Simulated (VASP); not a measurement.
Runs of VASP 6.6.1 on MoI. The structure is that of space group F-43m (No. 216), or close to it. The cells are those of the table. 

```csv
cell,gap on the mesh (eV),pressure (GPa)
"a = 4.435 Å, angles 60.0°, 2 atoms",none,(a)
"a = 4.404 Å, angles 60.0°, 2 atoms",none,-4.6
"a = 4.465 Å, angles 60.0°, 2 atoms",none,(b)
"a = 4.555 Å, angles 60.0°, 2 atoms",none,-8.7
"a = 4.496 Å, angles 60.0°, 2 atoms",none,-7.4
```

Alike in all rows: task single point; level PBE; potentials or basis VASP PAW PBE potentials, release 64 (Mo_sv, I); no spin polarisation; k mesh 7 × 7 × 7; cutoff (eV) 520; smearing fermi-dirac 0.05 eV.

Task: Fill in the values left out.

Result: (a) -5.7; (b) -6.6.

Caveats: spin-orbit coupling is left out, which moves the levels of the heavy elements; an odd number of electrons without spin polarisation forces a metal; a magnetic or distorted state may lie lower.

A k mesh can miss the band edges, and the runs leave out spin-orbit coupling on I, Mo.

A gap of «none» marks levels without a gap at the run's occupations.
